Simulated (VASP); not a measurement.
# TaN (P4/nmm) in VASP: notebook

The runs below take TaN through single point, with PBE.

All numbers are computed with VASP 6.6.1; they aren't measurements. Logs are shortened: lines on timing, memory, paths and dates and some standing lists are left out, and cuts for length are marked.

### 1 The cell of the first run

Symmetry: P4/nmm, No. 129, tetragonal system. Conventional cell: a = 3.123 Å, b = 3.123 Å, c = 4.416 Å, α = 90.00°, β = 90.00°, γ = 90.00°. Ta (site symmetry 4mm) has 6 N at 2.13 to 2.28 Å within 2.8 Å. N (site symmetry 4mm) has 6 Ta at 2.13 to 2.28 Å within 2.8 Å.

### 2 Single point, PBE (atoms displaced along a vibrational mode)

INCAR reads:

```
PREC = Accurate
ENCUT = 700
EDIFF = 1E-6
ISMEAR = 0
SIGMA = 0.15
LREAL = F
LASPH = T
NELM = 120
ALGO = Normal
ISIF = 2
LWAVE = F
LCHARG = T
GGA = PE
LELF = T
LVHAR = T
NBANDS = 26
GGA_COMPAT = F
```

KPOINTS reads:

```
regular mesh
0
Gamma
  14 14 10
```

POSCAR reads:

```
TaN
1.0
    0.0000000000     -2.2081122572     -2.2081122572
    0.0000000000      2.2081122572     -2.2081122572
    4.4162245144      0.0000000000      0.0000000000
Ta N
2 2
Direct
    0.5000000000      0.5000000000     -0.0136772867
    0.0000000000      0.0000000000      0.5136772867
    0.5000000000      0.5000000000      0.4690912453
    0.0000000000      0.0000000000      0.0309087547
```

Potentials or basis: VASP PAW PBE potentials, release 64 (Ta_sv_GW, N).

Command:

```bash
> cat potpaw_PBE.64/Ta_sv_GW/POTCAR potpaw_PBE.64/N/POTCAR > POTCAR
> mpirun -np 1 vasp_std > vasp.out
```

OUTCAR:

```text
PREC = Accurate
   ENCUT = 700
   EDIFF = 1E-6
   ISMEAR = 0
   LREAL = F
   LASPH = T
   NELM = 120
   ISIF = 2
   GGA = PE

 ion  position               nearest neighbor table
   1  0.500  0.500  0.986-   3 2.13   4 2.22   4 2.22   4 2.22   4 2.22   3 2.28   2 3.04   2 3.04
                             2 3.04   2 3.04   2 3.21   2 3.21   2 3.21   2 3.21
   2  0.000  0.000  0.514-   4 2.13   3 2.22   3 2.22   3 2.22   3 2.22   4 2.28   1 3.04   1 3.04
                             1 3.04   1 3.04   1 3.21   1 3.21   1 3.21   1 3.21
   3  0.500  0.500  0.469-   1 2.13   2 2.22   2 2.22   2 2.22   2 2.22   1 2.28
   4  0.000  0.000  0.031-   2 2.13   1 2.22   1 2.22   1 2.22   1 2.22   2 2.28

  LATTYP: Found a simple tetragonal cell.
 ALAT       =     3.1227423014
 C/A-ratio  =     1.4142135624

  Lattice vectors:

 A1 = (   0.0000000000,  -2.2081122572,  -2.2081122572)
 A2 = (   0.0000000000,   2.2081122572,  -2.2081122572)
 A3 = (   4.4162245144,   0.0000000000,   0.0000000000)

Analysis of symmetry for initial positions (statically):
=====================================================================
 Subroutine PRICEL returns:
 Original cell was already a primitive cell.

 Routine SETGRP: Setting up the symmetry group for a
 simple tetragonal supercell.

 Subroutine GETGRP returns: Found 16 space group operations
 (whereof  8 operations were pure point group operations)
 out of a pool of 16 trial point group operations.

The static configuration has the point symmetry C_4v.
 The point group associated with its full space group is D_4h.

Analysis of symmetry for dynamics (positions and initial velocities):
=====================================================================
 Subroutine PRICEL returns:
 Original cell was already a primitive cell.

 Routine SETGRP: Setting up the symmetry group for a
 simple tetragonal supercell.

 Subroutine GETGRP returns: Found 16 space group operations
 (whereof  8 operations were pure point group operations)
 out of a pool of 16 trial point group operations.

The dynamic configuration has the point symmetry C_4v.
 The point group associated with its full space group is D_4h.

 Subroutine INISYM returns: Found 16 space group operations
 (whereof  8 operations are pure point group operations),
 and found     1 'primitive' translations

----------------------------------------------------------------------------------------

                                     Primitive cell

  volume of cell :      43.0649

  direct lattice vectors                    reciprocal lattice vectors
     0.000000000 -2.208112257 -2.208112257     0.000000000 -0.226437763 -0.226437763
     0.000000000  2.208112257 -2.208112257     0.000000000  0.226437763 -0.226437763
     4.416224514  0.000000000  0.000000000     0.226437763  0.000000000  0.000000000

  length of vectors
     3.122742301  3.122742301  4.416224514     0.320231355  0.320231355  0.226437763

  position of ions in fractional coordinates (direct lattice)
     0.500000000  0.500000000  0.986322713
     0.000000000  0.000000000  0.513677287
     0.500000000  0.500000000  0.469091245
     0.000000000  0.000000000  0.030908755

  ion indices of the primitive-cell ions
   primitive index   ion index
                 1           1
                 2           2
                 3           3
                 4           4

----------------------------------------------------------------------------------------

 KPOINTS: regular mesh

Automatic generation of k-mesh.
 Grid dimensions read from file:
 generate k-points for:   14   14   10

 Generating k-lattice:

  Cartesian coordinates                     Fractional coordinates (reciprocal lattice)
     0.000000000 -0.016174126 -0.016174126     0.071428571  0.000000000  0.000000000
     0.000000000  0.016174126 -0.016174126     0.000000000  0.071428571  0.000000000
     0.022643776  0.000000000  0.000000000     0.000000000  0.000000000  0.100000000

  Length of vectors
     0.022873668  0.022873668  0.022643776

  Shift w.r.t. Gamma in fractional coordinates (k-lattice)
     0.000000000  0.000000000  0.000000000

 Subroutine IBZKPT returns following result:
 ===========================================

 Found    216 irreducible k-points:

 Following reciprocal coordinates:
            Coordinates               Weight
  0.000000  0.000000  0.000000      1.000000
  0.071429  0.000000  0.000000      4.000000
  0.142857  0.000000  0.000000      4.000000
  0.214286  0.000000  0.000000      4.000000
  0.285714  0.000000  0.000000      4.000000
  0.357143  0.000000  0.000000      4.000000
[... 16 lines left out ...]
  0.285714  0.214286  0.000000      8.000000
  0.357143  0.214286  0.000000      8.000000
 [... further k-points ...]
   k-points           NKPTS =    216   k-points in BZ     NKDIM =    216   number of bands    NBANDS=     26
   number of dos      NEDOS =    301   number of ions     NIONS =      4
   total plane-waves  NPLWV =  31360
   dimension x,y,z NGX =    28 NGY =   28 NGZ =   40
   dimension x,y,z NGXF=    56 NGYF=   56 NGZF=   80
   ions per type =               2   2
   NGX,Y,Z   is equivalent  to a cutoff of  14.91, 14.91, 15.06 a.u.
   NGXF,Y,Z  is equivalent  to a cutoff of  29.81, 29.81, 30.12 a.u.
 SYSTEM =  unknown system
   PREC   = accura    normal or accurate (medium, high low for compatibility)
   ISTART =      0    job   : 0-new  1-cont  2-samecut
   ICHARG =      2    charge: 1-file 2-atom 10-const
   ISPIN  =      1    spin polarized calculation?
   LNONCOLLINEAR =      F non collinear calculations
   LSORBIT =      F    spin-orbit coupling
   LASPH  =      T    aspherical Exc in radial PAW
   ENCUT  =  700.0 eV  51.45 Ry    7.17 a.u.   6.74  6.74  9.53*2*pi/ulx,y,z
   NELM   =    120;   NELMIN=  2; NELMDL= -5     # of ELM steps
   EDIFF  = 0.1E-05   stopping-criterion for ELM
   LREAL  =      F    real-space projection
   EDIFFG = 0.1E-04   stopping-criterion for IOM
   NSW    =      0    number of steps for IOM
   IBRION =     -1    ionic relax: 0-MD 1-quasi-New 2-CG
   NFREE  =      0    steps in history (QN), initial steepest desc. (CG)
   ISIF   =      2    stress and relaxation
   ISYM   =      2    0-nonsym 1-usesym 2-fastsym
   POTIM  = 0.5000    time-step for ionic-motion
   TEBEG  =    0.0;   TEEND  =   0.0 temperature during run
   PSTRESS=    0.0 pullay stress
   NELECT =      36.0000    total number of electrons
   NUPDOWN=      -1.0000    fix difference up-down
   EMIN   =  10.00;   EMAX   =-10.00  energy-range for DOS
   EFERMI =   0.00;   METHOD = LEGACY
   ISMEAR =     0;   SIGMA  =   0.15  broadening in eV -4-tet -1-fermi 0-gaus
   EFERMI_NEDOS =   21; number of points for ismear=-14 and -15
   IALGO  =     38    algorithm
   IMIX   =      4    mixing-type and parameters
     AMIX     =   0.40;   BMIX     =  1.00
     AMIX_MAG =   1.60;   BMIX_MAG =  1.00
  volume/ion in A,a.u.               =      10.77        72.65
  Fermi-wavevector in a.u.,A,eV,Ry     =   1.542178  2.914294 32.358915  2.378313
  Thomas-Fermi vector in A             =   2.648019
   LORBIT       =      0    0 simple, 1 ext, 2 COOP (PROOUT), +10 PAW based schemes
   GGA     = PE    functional components
   LHFCALC =     F    Hartree Fock is set to
   AEXX    =    0.0000 exact exchange contribution
   IVDW    =     0    specifies the selected vdW correction
   LEPSILON=     F    determine dielectric tensor
   LRPA    =     F    only Hartree local field effects (RPA)
 non-spin polarized calculation
 Gauss-broadening in eV      SIGMA  =   0.15
  energy-cutoff  :      700.00
  volume of cell :       43.06
 maximum number of plane-waves:      1868
 NGX is ok and might be reduce to    28
   NGX = 13   NGY = 13   NGZ = 19

 number of electron      35.9999999 magnetization

 Free energy of the ion-electron system (eV)
  ---------------------------------------------------
  ext. energy  EPLUGINS =         0.00000000
  ---------------------------------------------------
  free energy    TOTEN  =       -48.82074140 eV

  energy without entropy =      -48.80281632  energy(sigma->0) =      -48.81177886

 E-fermi :  13.4214     XC(G=0): -13.7066

 val. band max:       13.4190420307   @ k =   0.3571   0.0000   0.1000
 cond. band min:      13.4249504307   @ k =   0.3571   0.1429   0.2000
 fundamental gap:      0.0059084000
 Fermi energy:        13.4214152191

 k-point     1 :       0.0000    0.0000    0.0000
  band No.  band energies     occupation
      1     -56.0049      2.00000
      2     -55.9315      2.00000
      3     -22.8659      2.00000
      4     -22.4651      2.00000
      5     -22.4651      2.00000
      6     -22.1823      2.00000
[... 18 lines left out ...]
     25      17.1083      0.00000
     26      17.1148      0.00000

 k-point     2 :       0.0714    0.0000    0.0000
  band No.  band energies     occupation
      1     -56.0032      2.00000
      2     -55.9315      2.00000
      3     -22.8558      2.00000
      4     -22.4845      2.00000
      5     -22.4590      2.00000
      6     -22.2089      2.00000
[... 18 lines left out ...]
     25      17.0183      0.00000
     26      17.0511      0.00000

 k-point     3 :       0.1429    0.0000    0.0000
  band No.  band energies     occupation
      1     -55.9981      2.00000
      2     -55.9317      2.00000
      3     -22.8263      2.00000
      4     -22.5377      2.00000
      5     -22.4414      2.00000
      6     -22.2828      2.00000
[... 18 lines left out ...]
     25      16.9016      0.00000
     26      16.9144      0.00000

 k-point     4 :       0.2143    0.0000    0.0000
  band No.  band energies     occupation
      1     -55.9902      2.00000
      2     -55.9326      2.00000
      3     -22.7803      2.00000
      4     -22.6114      2.00000
      5     -22.4141      2.00000
      6     -22.3888      2.00000
[... 18 lines left out ...]
     25      17.1188      0.00000
     26      17.9290      0.00000
[... 496 lines left out ...]
      1     -55.9771      2.00000
      2     -55.9321      2.00000
      3     -22.7103      2.00000
      4     -22.6318      2.00000
      5     -22.4916      2.00000
      6     -22.4807      2.00000
[... 18 lines left out ...]
     25      17.4301      0.00000
     26      18.0755      0.00000

 k-point    23 :       0.2857    0.2143    0.0000
  band No.  band energies     occupation
      1     -55.9687      2.00000
      2     -55.9328      2.00000
      3     -22.6907      2.00000
      4     -22.6704      2.00000
      5     -22.5592      2.00000
      6     -22.4785      2.00000
[... 18 lines left out ...]
     25      17.5390      0.00000
     26      18.2568      0.00000

 k-point    24 :       0.3571    0.2143    0.0000
  band No.  band energies     occupation
      1     -55.9597      2.00000
      2     -55.9347      2.00000
      3     -22.7500      2.00000
      4     -22.6897      2.00000
      5     -22.5728      2.00000
      6     -22.4509      2.00000
[... 18 lines left out ...]
     25      17.4141      0.00000
     26      18.8361      0.00000

 [... further k-points ...]
[... 5 lines left out ...]
  --------------------------------------------------------------------------------------
  -------------------------------------------------------------------------------------
  Total        2.6693769     -1.1390534     -1.1390534      0.0000000      0.0000000      0.0000000
  in kB       99.3109274    -42.3771004    -42.3771004      0.0000000      0.0000000      0.0000000
  external PRESSURE =       4.8522422 kB  Pullay stress =       0.0000000 kB

 VOLUME and BASIS-vectors are now :
 -----------------------------------------------------------------------------
  energy-cutoff  :      700.00
  volume of cell :       43.06
      direct lattice vectors                 reciprocal lattice vectors
     0.000000000 -2.208112257 -2.208112257     0.000000000 -0.226437763 -0.226437763
     0.000000000  2.208112257 -2.208112257     0.000000000  0.226437763 -0.226437763
     4.416224514  0.000000000  0.000000000     0.226437763  0.000000000  0.000000000

 POSITION                                       TOTAL-FORCE (eV/Angst)
 -----------------------------------------------------------------------------------
      4.35582      0.00000     -2.20811        -1.351060     -0.000000     -0.000000
      2.26851      0.00000      0.00000         1.351060      0.000000      0.000000
      2.07161      0.00000     -2.20811         0.384065      0.000000      0.000000
      0.13650      0.00000      0.00000        -0.384065     -0.000000     -0.000000
 -----------------------------------------------------------------------------------
    total drift:                                0.000000      0.000000     -0.000000

  FREE ENERGIE OF THE ION-ELECTRON SYSTEM (eV)
  ---------------------------------------------------
  free  energy   TOTEN  =       -48.8207414023 eV

  energy  without entropy=      -48.8028163160  energy(sigma->0) =      -48.81177886
```

Wall time 3.5 min (1 thread of Intel Xeon Platinum 8488C (Sapphire Rapids), shared host); peak memory 0.44 GiB.

What came out:

```yaml
Free_energy: -48.8207 eV
Pressure: 0.5 GPa
Largest_force: 1.351 eV/Å
Band_gap_on_the_k_mesh: zero (bands 18 and 19 overlap by 3.27 eV)
```

Forces on the atoms (eV/Å):
```
Ta  -1.351  0.000  0.000
Ta   1.351  0.000  0.000
N    0.384  0.000  0.000
N   -0.384  0.000  0.000
```

Caveat: the cell differs from its parent crystal (atoms displaced along a vibrational mode); the stress differs along the axes, from -4 to 10 GPa; spin-orbit coupling is left out, which moves the levels of the heavy elements; forces of over 1 eV/Å act on the atoms, so gaps and moduli don't describe the material at rest.

### 3 Single point, PBE (atoms displaced along a vibrational mode)

INCAR reads:

```
PREC     = Accurate       # precision mode
ENCUT    = 700            # plane-wave cutoff, eV
EDIFF    = 1E-6           # SCF threshold, eV
ISMEAR   = 0              # smearing method
SIGMA    = 0.15           # smearing width, eV
LREAL    = False          # projectors in reciprocal space
LASPH    = True           # aspherical terms in the spheres
NELM     = 120            # most SCF steps
ALGO     = Normal         # electronic algorithm
ISIF     = 2              # what is computed and relaxed
LWAVE    = False          # write WAVECAR
LCHARG   = False          # write CHGCAR
GGA      = PE             # functional
NBANDS   = 26             # bands
GGA_COMPAT= False
```

KPOINTS reads:

```
Automatic mesh
0
Gamma
  14 14 10
```

POSCAR reads:

```
TaN
1.0
    0.0000000000     -2.2081122572     -2.2081122572
    0.0000000000      2.2081122572     -2.2081122572
    4.4162245144      0.0000000000      0.0000000000
Ta N
2 2
Direct
    0.5000000000      0.5000000000     -0.0205209401
    0.0000000000      0.0000000000      0.5205209401
    0.5000000000      0.5000000000      0.4536255461
    0.0000000000      0.0000000000      0.0463744539
```

Potentials or basis: VASP PAW PBE potentials, release 64 (Ta_sv_GW, N).

Command:

```bash
> cat potpaw_PBE.64/Ta_sv_GW/POTCAR potpaw_PBE.64/N/POTCAR > POTCAR
> mpirun -np 1 vasp_std > vasp.out
```

Wall time 2.6 min (1 thread of Intel Xeon 6975P-C (Granite Rapids), shared host); peak memory 0.44 GiB.

Results (log left out):

* Free energy: -48.8046 eV
* Pressure: 1.4 GPa
* Largest force: 1.186 eV/Å
* Band gap on the k mesh: zero (bands 18 and 19 overlap by 2.90 eV)

Forces on the atoms (eV/Å):
```
Ta  -1.186  0.000  0.000
Ta   1.186  0.000  0.000
N    1.023  0.000  0.000
N   -1.023  0.000  0.000
```

Stress tensor (GPa, compression positive):
```
18.13  0.00  0.00
 0.00 -6.89  0.00
 0.00  0.00 -6.89
```

Levels at points of the mesh, in eV from the Fermi level:
| k point | band 16 | band 17 | band 18 | band 19 | band 20 | band 21 |
| --- | --- | --- | --- | --- | --- | --- |
| (0.00, 0.00, 0.00) | -3.24 | -3.24 | -1.64 | -1.16 | -1.16 | 0.40 |
| (0.50, 0.00, 0.00) | -5.92 | -0.15 | -0.15 | 0.53 | 0.53 | 2.28 |
| (0.50, 0.50, 0.00) | -4.25 | -4.11 | -4.11 | 2.79 | 2.79 | 3.80 |
| (0.00, 0.00, 0.50) | -3.67 | -3.67 | -3.26 | 0.74 | 0.74 | 1.05 |
| (0.50, 0.00, 0.50) | -6.89 | 1.42 | 1.42 | 2.06 | 2.06 | 2.26 |
| (0.50, 0.50, 0.50) | -5.27 | -1.54 | -1.54 | 2.61 | 2.61 | 3.81 |

Caveat: the cell differs from its parent crystal (atoms displaced along a vibrational mode); the stress differs along the axes, from -7 to 18 GPa; spin-orbit coupling is left out, which moves the levels of the heavy elements; forces of over 1 eV/Å act on the atoms, so gaps and moduli don't describe the material at rest.

(Continued in part 2 of 2.)
